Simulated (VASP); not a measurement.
Runs of VASP 6.6.1 on AlCu. The structure is that of space group R-3m (No. 166), or close to it. The cells are those of the table. 

| cell | further INCAR settings | gap on the mesh (eV) | pressure (GPa) |
| --- | --- | --- | --- |
| a = 3.082 Å, angles 75.7°, 2 atoms | ALGO = Fast; EDIFF = 1e-07; NBANDS = 14 | none | 7.5 |
| a = 3.152 Å, angles 105.7°, 2 atoms | ALGO = Fast; EDIFF = 1e-07; NBANDS = 14 | none | 57.9 |
| a = 3.271 Å, angles 109.5°, 2 atoms | ALGO = Fast; EDIFF = 1e-06; NBANDS = 14 | none | (a) |
| a = 3.070 Å, angles 101.4°, 2 atoms | ALGO = Fast; EDIFF = 1e-06; NBANDS = 14 | none | 21.8 |
| a = 3.014 Å, angles 95.9°, 2 atoms | ALGO = Fast; EDIFF = 1e-06; NBANDS = 14 | none | (b) |

Alike in all rows: task single point; level PBEsol; potentials or basis VASP PAW PBE potentials, release 64 (Al, Cu); no spin polarisation; k mesh 18 × 18 × 18; cutoff (eV) 520; smearing gaussian 0.15 eV.

Question: Fill in the values left out.

Answer: (a) 112.7; (b) 1.0.

Caveats: the PAW data sets were made with another functional, which shifts forces and pressure a little; the cell stands under pressure (at least some runs); atoms lie so close that the PAW spheres overlap strongly, which falsifies energies and pressures (at least some runs).

A gap of «none» marks levels without a gap at the run's occupations.
